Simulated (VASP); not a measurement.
**HfO2: single point with PBEsol+D3(BJ)**

The system is HfO2.

```
Hf O
1.0
     0.00000    2.50529    2.50529
     2.50529    0.00000    2.50529
     2.50529    2.50529    0.00000
Hf O
1 2
Direct
  0.00000 0.00000 0.00000
  0.75000 0.75000 0.75000
  0.25000 0.25000 0.25000
```

This cell differs from its parent crystal: volume scaled by 0.94.

```json
{"Program": "VASP 6.6.1", "Task": "single point", "Functional": "PBEsol", "Dispersion": "D3(BJ)", "Potentials or basis": "VASP PAW PBE potentials, release 64 (Hf_pv, O)", "Cutoff": "520 eV", "k mesh": "9 × 9 × 9", "Occupations": "fermi-dirac, width 0.05 eV", "Spin": "collinear spin, zero start", "Starting moments": "[0.0, 0.0, 0.0] μB", "Fixed moment": "0 μB"}
```

The pressure is -2.0 GPa, the net moment is 0.00 μB per cell and the valence electrons inside the program's atomic spheres are Hf 8.37; O 5.11. The dispersion energy per atom is -0.235 eV.

Wall time 94 s on 1 thread of Intel Xeon 8259CL (shared host), peak memory 0.21 GiB.

Caveat: three body term missing; the PAW data sets were made with another functional, which shifts forces and pressure a little; the total moment is fixed, so each spin has its own Fermi level.
